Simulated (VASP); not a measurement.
# Si (a cell with a defect) in VASP: single point with PBE

Aim: the single point of Si (a cell with a defect) with PBE.

All numbers are computed with VASP 6.6.1; they aren't measurements. Logs are shortened: lines on timing, memory, paths and dates and some standing lists are left out, and cuts for length are marked.

### Step 1. The cell of the first run

The cell holds a defect, 33 atoms: a = 9.220 Å, b = 9.220 Å, c = 9.992 Å, α = 116.09°, β = 116.09°, γ = 92.69°.

### Step 2. Single point, PBE

INCAR

```
PREC = Accurate
ENCUT = 520
EDIFF = 1E-7
ISMEAR = 0
SIGMA = 0.02
LREAL = Auto
LASPH = True
NELM = 100
ALGO = Normal
ISIF = 2
LWAVE = False
LCHARG = False
GGA = PE
NBANDS = 88
```

KPOINTS

```
Automatic mesh
0
Gamma
  2 2 2
  0.5 0.5 0.5
```

POSCAR

```
Si
1.0
    0.0000000001     -6.6706137337      6.3650227274
   -0.0000000001      6.6706137337      6.3650227274
   -7.7025612697     -0.0000000001     -6.3650227274
Si
33
Direct
    0.4904329220      0.3254485527      0.7500642705
    0.7403689441      0.5753833755      0.2499349155
    0.1184656802      0.4553768086      0.5068463415
    0.6116206044      0.9485297840      0.4931568691
    0.9928247281      0.8176694806      0.7380304812
    0.8586170253      0.2088940503     -0.0000016877
    0.3753770937      0.6946459174      0.0000009088
    0.2547900117      0.0796391115      0.2619648101
    0.6987082903      0.3645469838      0.5002420448
    0.9493277061      0.6147931207      0.0000010386
    0.3208171469      0.4881552727      0.2497566631
    0.8226324866      0.9896632944      0.2523165908
    0.1984674440      0.8643084262      0.4997601272
    0.0710593113      0.2383978868      0.7502414843
    0.5703136031      0.7373450105      0.7476810373
    0.4443000642      0.1131392313      0.0000009088
    0.6791828570      0.5118447312      0.7502433019
    0.9289406926      0.7616021171      0.2497584807
    0.3012916351      0.6354529415      0.4997579201
    0.8015326248      0.1356916427      0.5002399676
    0.1773675173      0.0103367095      0.7476833742
    0.0506722582      0.3852068436     -0.0000010386
    0.5556999001      0.8868607330     -0.0000009088
    0.4296864008      0.2626549934      0.2523189277
    0.8815341702      0.5446231917      0.4931536235
    0.1413829390      0.7911059140      0.0000016877
    0.5095671468      0.6745515162      0.2499358243
    0.0071752758      0.1823305234      0.2619694838
    0.3883793245      0.0514702949      0.5068430959
    0.2596310598      0.4246166285      0.7500650495
    0.7452099922      0.9203608924      0.7380351549
    0.6246228842      0.3053540605     -0.0000010386
   -0.0000000786     -0.0000000786      0.0000000000
```

Potentials or basis: VASP PAW PBE potentials, release 64 (Si).

The run is started by

```bash
> cat potpaw_PBE.64/Si/POTCAR > POTCAR
> mpirun -np 1 vasp_std > vasp.out
```

OUTCAR:

```text
PREC = Accurate
   ENCUT = 520
   EDIFF = 1E-7
   ISMEAR = 0
   LREAL = Auto
   LASPH = True
   NELM = 100
   ISIF = 2
   GGA = PE

 ion  position               nearest neighbor table
   1  0.490  0.325  0.750-  32 2.35  29 2.35  30 2.36  17 2.39
   2  0.740  0.575  0.250-  32 2.35  25 2.35  27 2.36  18 2.39
   3  0.118  0.455  0.507-  25 2.34  28 2.35  30 2.35  19 2.36
   4  0.612  0.949  0.493-  29 2.34  31 2.35  27 2.35  20 2.36
   5  0.993  0.818  0.738-  21 2.34  25 2.35  33 2.38  26 2.50  31 2.51
   6  0.859  0.209  1.000-  22 2.35  32 2.37  33 2.38  31 2.50  28 2.50
   7  0.375  0.695  0.000-  27 2.35  30 2.35  26 2.37  23 2.37
   8  0.255  0.080  0.262-  24 2.34  29 2.35  33 2.38  26 2.50  28 2.51
   9  0.699  0.365  0.500-  24 2.35  20 2.35  25 2.36  17 2.36
  10  0.949  0.615  0.000-  26 2.35  22 2.35  18 2.36  17 2.36
  11  0.321  0.488  0.250-  24 2.36  19 2.36  22 2.36  27 2.39
  12  0.823  0.990  0.252-  28 2.34  20 2.35  23 2.35  18 2.36
  13  0.198  0.864  0.500-  21 2.35  19 2.35  29 2.36  18 2.36
  14  0.071  0.238  0.750-  21 2.36  20 2.36  22 2.36  30 2.39
[... 9 lines left out ...]
  24  0.430  0.263  0.252-   8 2.34   9 2.35  16 2.35  11 2.36
  25  0.882  0.545  0.493-   3 2.34   5 2.35   2 2.35   9 2.36
  26  0.141  0.791  0.000-  10 2.35   7 2.37  33 2.38   8 2.50   5 2.50
  27  0.510  0.675  0.250-   7 2.35   4 2.35   2 2.36  11 2.39
  28  0.007  0.182  0.262-  12 2.34   3 2.35  33 2.38   6 2.50   8 2.51
  29  0.388  0.051  0.507-   4 2.34   8 2.35   1 2.35  13 2.36
  30  0.260  0.425  0.750-   7 2.35   3 2.35   1 2.36  14 2.39
  31  0.745  0.920  0.738-  15 2.34   4 2.35  33 2.38   6 2.50   5 2.51
  32  0.625  0.305  1.000-   1 2.35   2 2.35   6 2.37  16 2.37
  33  1.000  1.000  0.000-  26 2.38   6 2.38  31 2.38   8 2.38  28 2.38   5 2.38

  LATTYP: Found a face centered orthorhombic cell.
 ALAT       =    12.7300454548
 B/A-ratio  =     1.0480109843
 C/A-ratio  =     1.2101388478

  Lattice vectors:

 A1 = (  -7.7025612698,   6.6706137336,   0.0000000000)
 A2 = (  -7.7025612697,  -0.0000000001,   6.3650227274)
 A3 = (  -0.0000000001,   6.6706137337,   6.3650227274)

Analysis of symmetry for initial positions (statically):
=====================================================================
 Subroutine PRICEL returns:
 Original cell was already a primitive cell.

 Routine SETGRP: Setting up the symmetry group for a
 face centered orthorhombic supercell.

 Subroutine GETGRP returns: Found  4 space group operations
 (whereof  4 operations were pure point group operations)
 out of a pool of  8 trial point group operations.

The static configuration has the point symmetry C_2h.

Analysis of symmetry for dynamics (positions and initial velocities):
=====================================================================
 Subroutine PRICEL returns:
 Original cell was already a primitive cell.

 Routine SETGRP: Setting up the symmetry group for a
 face centered orthorhombic supercell.

 Subroutine GETGRP returns: Found  4 space group operations
 (whereof  4 operations were pure point group operations)
 out of a pool of  8 trial point group operations.

The dynamic configuration has the point symmetry C_2h.

 Subroutine INISYM returns: Found  4 space group operations
 (whereof  4 operations are pure point group operations),
 and found     1 'primitive' translations

----------------------------------------------------------------------------------------

                                     Primitive cell

  volume of cell :     654.0801

  direct lattice vectors                    reciprocal lattice vectors
     0.000000000 -6.670613734  6.365022727    -0.064913473 -0.074955622  0.078554315
    -0.000000000  6.670613734  6.365022727    -0.064913473  0.074955622  0.078554315
    -7.702561270 -0.000000000 -6.365022727    -0.129826945 -0.000000000  0.000000000

  length of vectors
     9.220119408  9.220119408  9.992145137     0.126502508  0.126502508  0.129826945

  position of ions in fractional coordinates (direct lattice)
     0.490432922  0.325448553  0.750064270
     0.740368944  0.575383376  0.249934915
     0.118465680  0.455376809  0.506846342
     0.611620604  0.948529784  0.493156869
     0.992824728  0.817669481  0.738030481
     0.858617025  0.208894050  0.999998312
[... 25 lines left out ...]
     0.624622884  0.305354061  0.999998961
     0.999999921  0.999999921  0.000000000

  ion indices of the primitive-cell ions
   primitive index   ion index
                 1           1
                 2           2
                 3           3
                 4           4
                 5           5
                 6           6
[... 25 lines left out ...]
                32          32
                33          33

----------------------------------------------------------------------------------------

 KPOINTS: Automatic mesh

Automatic generation of k-mesh.
 Grid dimensions read from file:
 generate k-points for:    2    2    2

 Generating k-lattice:

  Cartesian coordinates                     Fractional coordinates (reciprocal lattice)
    -0.032456736 -0.037477811  0.039277157     0.500000000  0.000000000  0.000000000
    -0.032456736  0.037477811  0.039277157     0.000000000  0.500000000  0.000000000
    -0.064913473 -0.000000000  0.000000000     0.000000000  0.000000000  0.500000000

  Length of vectors
     0.063251254  0.063251254  0.064913473

  Shift w.r.t. Gamma in fractional coordinates (k-lattice)
     0.500000000  0.500000000  0.500000000

 Subroutine IBZKPT returns following result:
 ===========================================

 Found      3 irreducible k-points:

 Following reciprocal coordinates:
            Coordinates               Weight
  0.250000  0.250000  0.250000      2.000000
 -0.250000  0.250000  0.250000      4.000000
 -0.250000 -0.250000  0.250000      2.000000
   k-points           NKPTS =      3   k-points in BZ     NKDIM =      3   number of bands    NBANDS=     88
   number of dos      NEDOS =    301   number of ions     NIONS =     33
   total plane-waves  NPLWV = 392000
   dimension x,y,z NGX =    70 NGY =   70 NGZ =   80
   dimension x,y,z NGXF=   140 NGYF=  140 NGZF=  160
   ions per type =              33
   NGX,Y,Z   is equivalent  to a cutoff of  12.62, 12.62, 13.31 a.u.
   NGXF,Y,Z  is equivalent  to a cutoff of  25.24, 25.24, 26.62 a.u.
 SYSTEM =  unknown system
   PREC   = accura    normal or accurate (medium, high low for compatibility)
   ISTART =      0    job   : 0-new  1-cont  2-samecut
   ICHARG =      2    charge: 1-file 2-atom 10-const
   ISPIN  =      1    spin polarized calculation?
   LNONCOLLINEAR =      F non collinear calculations
   LSORBIT =      F    spin-orbit coupling
   LASPH  =      T    aspherical Exc in radial PAW
   ENCUT  =  520.0 eV  38.22 Ry    6.18 a.u.  17.14 17.14 18.58*2*pi/ulx,y,z
   NELM   =    100;   NELMIN=  2; NELMDL= -5     # of ELM steps
   EDIFF  = 0.1E-06   stopping-criterion for ELM
   LREAL  =      T    real-space projection
   EDIFFG = 0.1E-05   stopping-criterion for IOM
   NSW    =      0    number of steps for IOM
   IBRION =     -1    ionic relax: 0-MD 1-quasi-New 2-CG
   NFREE  =      0    steps in history (QN), initial steepest desc. (CG)
   ISIF   =      2    stress and relaxation
   ISYM   =      2    0-nonsym 1-usesym 2-fastsym
   POTIM  = 0.5000    time-step for ionic-motion
   TEBEG  =    0.0;   TEEND  =   0.0 temperature during run
   PSTRESS=    0.0 pullay stress
   NELECT =     132.0000    total number of electrons
   NUPDOWN=      -1.0000    fix difference up-down
   EMIN   =  10.00;   EMAX   =-10.00  energy-range for DOS
   EFERMI =   0.00;   METHOD = LEGACY
   ISMEAR =     0;   SIGMA  =   0.02  broadening in eV -4-tet -1-fermi 0-gaus
   EFERMI_NEDOS =   21; number of points for ismear=-14 and -15
   IALGO  =     38    algorithm
   IMIX   =      4    mixing-type and parameters
     AMIX     =   0.40;   BMIX     =  1.00
     AMIX_MAG =   1.60;   BMIX_MAG =  1.00
  volume/ion in A,a.u.               =      19.82       133.76
  Fermi-wavevector in a.u.,A,eV,Ry     =   0.960261  1.814630 12.545941  0.922101
  Thomas-Fermi vector in A             =   2.089529
   LORBIT       =      0    0 simple, 1 ext, 2 COOP (PROOUT), +10 PAW based schemes
   GGA     = PE    functional components
   LHFCALC =     F    Hartree Fock is set to
   AEXX    =    0.0000 exact exchange contribution
   IVDW    =     0    specifies the selected vdW correction
   LEPSILON=     F    determine dielectric tensor
   LRPA    =     F    only Hartree local field effects (RPA)
 non-spin polarized calculation
 Gauss-broadening in eV      SIGMA  =   0.02
  energy-cutoff  :      520.00
  volume of cell :      654.08
 maximum number of plane-waves:     17670
 NGX is ok and might be reduce to    70
   NGX = 35   NGY = 35   NGZ = 37

 number of electron     132.0000000 magnetization

 Free energy of the ion-electron system (eV)
  ---------------------------------------------------
  ext. energy  EPLUGINS =         0.00000000
  ---------------------------------------------------
  free energy    TOTEN  =      -174.89231850 eV

  energy without entropy =     -174.89231850  energy(sigma->0) =     -174.89231850

 E-fermi :   6.3446     XC(G=0):  -9.4650

 val. band max:        6.2080916897   @ k =  -0.2500   0.2500   0.2500
 cond. band min:       6.5801126740   @ k =   0.2500   0.2500   0.2500
 fundamental gap:      0.3720209844
 Fermi energy:         6.3445696345

 k-point     1 :       0.2500    0.2500    0.2500
  band No.  band energies     occupation
      1      -6.0891      2.00000
      2      -5.3445      2.00000
      3      -5.2002      2.00000
      4      -5.1773      2.00000
      5      -4.2411      2.00000
      6      -3.9606      2.00000
[... 70 lines left out ...]
     77       8.2581      0.00000
     78       8.3704      0.00000

 k-point     2 :      -0.2500    0.2500    0.2500
  band No.  band energies     occupation
      1      -6.1799      2.00000
      2      -5.4051      2.00000
      3      -4.9117      2.00000
      4      -4.7892      2.00000
      5      -4.5353      2.00000
      6      -4.2452      2.00000
[... 70 lines left out ...]
     77       8.0812      0.00000
     78       8.2578      0.00000

 k-point     3 :      -0.2500   -0.2500    0.2500
  band No.  band energies     occupation
      1      -6.2498      2.00000
      2      -5.2493      2.00000
      3      -4.7165      2.00000
      4      -4.7100      2.00000
      5      -4.6478      2.00000
      6      -4.4396      2.00000
[... 70 lines left out ...]
     77       8.0991      0.00000
     78       8.1511      0.00000
 [bands above 78 left out]

------------------------ aborting loop because EDIFF is reached ----------------------------------------

  FORCE on cell =-STRESS in cart. coord.  units (eV):
  Direction    XX          YY          ZZ          XY          YZ          ZX
  --------------------------------------------------------------------------------------
  -------------------------------------------------------------------------------------
  Total        9.3367310      8.6134486      4.6438083     -0.0000000     -0.0216320      0.0000000
  in kB       22.8704399     21.0987506     11.3750668     -0.0000000     -0.0529878      0.0000000
  external PRESSURE =      18.4480857 kB  Pullay stress =       0.0000000 kB

 VOLUME and BASIS-vectors are now :
 -----------------------------------------------------------------------------
  energy-cutoff  :      520.00
  volume of cell :      654.08
      direct lattice vectors                 reciprocal lattice vectors
     0.000000000 -6.670613734  6.365022727    -0.064913473 -0.074955622  0.078554315
    -0.000000000  6.670613734  6.365022727    -0.064913473  0.074955622  0.078554315
    -7.702561270 -0.000000000 -6.365022727    -0.129826945 -0.000000000  0.000000000

 POSITION                                       TOTAL-FORCE (eV/Angst)
 -----------------------------------------------------------------------------------
     -5.77742     -1.10055      0.41893         0.000786      0.001795     -0.002996
     -1.92514     -1.10055      6.78395        -0.000786      0.001795     -0.002996
     -3.90401      2.24740      0.42643         0.000415     -0.000819     -0.002281
     -3.79857      2.24739      6.79144        -0.000415     -0.000819     -0.002281
     -5.68473     -1.16839      6.82626        -0.001284      0.002708      0.000788
     -7.70255     -4.33405      0.42972         0.000000     -0.001637     -0.000118
[... 25 lines left out ...]
     -7.70255     -2.12972     -0.44569        -0.000000      0.000266      0.005576
      0.00000      0.00000     12.73004         0.000000      0.000000      0.000000
 -----------------------------------------------------------------------------------
    total drift:                               -0.000099     -0.000098      0.000091

  FREE ENERGIE OF THE ION-ELECTRON SYSTEM (eV)
  ---------------------------------------------------
  free  energy   TOTEN  =      -174.8923185009 eV

  energy  without entropy=     -174.8923185009  energy(sigma->0) =     -174.89231850
```

It took 2.9 min on 1 thread of Intel Xeon 6975P-C (Granite Rapids), shared host; peak memory 0.73 GiB.

Results:

| Item | Value |
| --- | --- |
| Free energy | -174.8923 eV |
| Pressure | 1.8 GPa |
| Largest force | 0.008 eV/Å |
| Band gap on the k mesh | 0.37 eV |

Forces in eV/Å, atoms in the order of the input:
```
Si   0.001  0.002 -0.003
Si  -0.001  0.002 -0.003
Si   0.000 -0.001 -0.002
Si   0.000 -0.001 -0.002
Si  -0.001  0.003  0.001
Si   0.000 -0.002  0.000
Si   0.000  0.000 -0.006
Si   0.001  0.003  0.001
Si   0.001  0.000  0.005
Si   0.000  0.000  0.003
Si   0.004  0.002  0.003
Si  -0.002  0.001  0.001
Si  -0.001  0.000  0.005
Si  -0.004  0.002  0.003
Si   0.002  0.001  0.001
Si   0.000  0.006  0.006
Si  -0.004 -0.002 -0.003
Si   0.004 -0.002 -0.003
Si  -0.001  0.000 -0.005
Si   0.001  0.000 -0.005
Si   0.002 -0.001 -0.001
Si   0.000  0.000 -0.003
Si   0.000 -0.006 -0.006
Si  -0.002 -0.001 -0.001
Si   0.000  0.001  0.002
Si   0.000  0.002  0.000
Si  -0.001 -0.002  0.003
Si   0.001 -0.003 -0.001
Si   0.000  0.001  0.002
Si   0.001 -0.002  0.003
Si  -0.001 -0.003 -0.001
Si   0.000  0.000  0.006
Si   0.000  0.000  0.000
```

Levels at points of the mesh, in eV from the valence-band top:
```tsv
k point	band 63	band 64	band 65	band 66	band 67	band 68	band 69	band 70
(0.25, 0.25, 0.25)	-1.38	-1.36	-0.67	-0.22	0.37	0.45	0.60	0.90
```

Caveat: semilocal functionals underestimate gaps, and a narrow one can read as zero.
